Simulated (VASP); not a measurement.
Input of a VASP 6.6.1 run:

INCAR

```
SYSTEM = MgO
  PREC = Accurate
  ENCUT = 840
  EDIFF = 1E-6
  ISMEAR = 0
  SIGMA = 0.02
  LREAL = .False.
  LASPH = .True.
  NELM = 120
  ALGO = Normal
  ISIF = 2
  LWAVE = .False.
  LCHARG = .True.
  GGA = PE
  LELF = .True.
  LVHAR = .True.
  NBANDS = 15
  GGA_COMPAT = .False.
```

Contents of KPOINTS:

```
regular mesh
0
Gamma
  10 10 10
  0 0 0
```

The input POSCAR:

```
MgO
1.0
    0.0000000000      2.0735111331      2.0735111331
    2.0735111331      0.0000000000      2.0735111331
    2.0735111331      2.0735111331      0.0000000000
Mg O
1 1
Direct
    0.0000000000      0.0000000000      0.0000000000
    0.5000000000      0.5000000000      0.5000000000
```

Potentials or basis: VASP PAW PBE potentials, release 64 (Mg_sv, O).

Run with:

```sh
$ cat potpaw_PBE.64/Mg_sv/POTCAR potpaw_PBE.64/O/POTCAR > POTCAR
$ mpirun -np 1 vasp_std > vasp.out
```

(1) Predict the band gap on the k mesh.

(2) What does it give for the pressure?

Answers

(1) 5.21 eV.

(2) 13.5 GPa.

Caveat: the cell stands under pressure.
